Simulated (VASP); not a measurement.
**Si: single point with LDA**

The system is Si.

```
Si
1.0
     3.83132    0.00000    0.00000
    -1.91566    3.31802    0.00000
     0.00000    0.00000    6.33262
Si
4
Direct
  0.33333 0.66667 0.96826
  0.66667 0.33333 0.56301
  0.33333 0.66667 0.43699
  0.66667 0.33333 0.93699
```

This cell differs from its parent crystal: atom 1 (Si) moved by (+0.000, -0.600) A along y and z.

```yaml
Program: VASP 6.6.1
Task: single point
Functional: LDA
Potentials_or_basis: VASP PAW LDA potentials, release 64 (Si)
Cutoff: 520 eV
k_mesh: 12 × 12 × 6
Occupations: gaussian, width 0.03 eV
Spin: no spin polarisation
```

The pressure is 1.2 GPa and the largest force is 2.663 eV/Å. The band gap on the k mesh is zero (band 8 reaches 6.48 eV, above the bottom of band 9 at 5.63 eV).

Forces on the atoms (eV/Å):
```
Si   0.000  0.000  2.663
Si   0.000  0.000 -0.910
Si   0.000  0.000 -1.041
Si   0.000  0.000 -0.712
```

Stress tensor (GPa, compression positive):
```
 3.89  0.00  0.00
 0.00  3.89  0.00
 0.00  0.00 -4.12
```

Levels at points of the mesh, in eV from the Fermi level:
```tsv
k point	band 6	band 7	band 8	band 9	band 10	band 11
(0.00, 0.00, 0.00)	-0.16	-0.16	-0.02	1.32	1.87	1.87
(0.50, 0.00, 0.00)	-3.69	-2.27	-1.59	-0.25	2.17	3.56
(0.00, 0.00, 0.50)	-2.14	-0.45	-0.45	0.42	2.13	2.13
(0.50, 0.00, 0.50)	-2.34	-1.94	-0.92	0.04	0.40	1.50
```

Wall time 52 s on 1 thread of Intel(R) Xeon(R) Platinum 8559C (Emerald Rapids), on a shared host, peak memory 0.21 GiB.

Caveat: the cell differs from its parent crystal (atom 1 (Si) moved by (+0.000, -0.600) A along y and z); forces of over 1 eV/Å act on the atoms, so gaps and moduli don't describe the material at rest.
